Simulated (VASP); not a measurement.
A run of VASP 6.6.1:

File POSCAR:

```
GaCo
1.0
    2.8061439152      0.0000000000      0.0000000000
    0.0000000000      2.8061439152      0.0000000000
    0.0000000000      0.0000000000      2.8061439152
Ga Co
1 1
Direct
    0.5000000000      0.5000000000      0.5000000000
    0.0000000000      0.0000000000      0.0000000000
```

INCAR.step1

```
  PREC = Accurate
  ENCUT = 520
  ISMEAR = -1
  SIGMA = 0.05
  LREAL = False
  LASPH = True
  NELM = 150
  ISPIN = 2
  MAGMOM = 0 2
  LMAXMIX = 4
  NBANDS = 22
  GGA = PE
  ALGO = Normal
  EDIFF = 1E-4
  LWAVE = True
  LCHARG = False
```

Contents of INCAR.step2:

```
  PREC = Accurate
  ENCUT = 520
  EDIFF = 1E-7
  ISMEAR = -1
  SIGMA = 0.05
  LREAL = False
  LASPH = True
  NELM = 150
  ALGO = Normal
  ISIF = 2
  LWAVE = False
  LCHARG = False
  ISPIN = 2
  MAGMOM = 0 2
  LORBIT = 11
  LMAXMIX = 4
  METAGGA = R2SCAN
  LMIXTAU = True
  NBANDS = 22
  ISTART = 1
```

Contents of KPOINTS:

```
regular mesh
0
Gamma
  9 9 9
```

Potentials or basis: VASP PAW PBE potentials, release 64 (Ga_d, Co).

Command:

```console
$ cat potpaw_PBE.64/Ga_d/POTCAR potpaw_PBE.64/Co/POTCAR > POTCAR
$ cp INCAR.step1 INCAR
$ mpirun -np 1 vasp_std > vasp.out
$ cp INCAR.step2 INCAR
$ mpirun -np 1 vasp_std > vasp.out
```

Hardware: 1 thread of Intel(R) Xeon(R) Platinum 8375C CPU @ 2.90GHz (Ice Lake) (shared host).

Question: Estimate the wall time of this run.

Answer: Wall time 90 s on 1 thread of Intel(R) Xeon(R) Platinum 8375C CPU @ 2.90GHz (Ice Lake) (shared host), peak memory 0.18 GiB. Counts: k points 35.
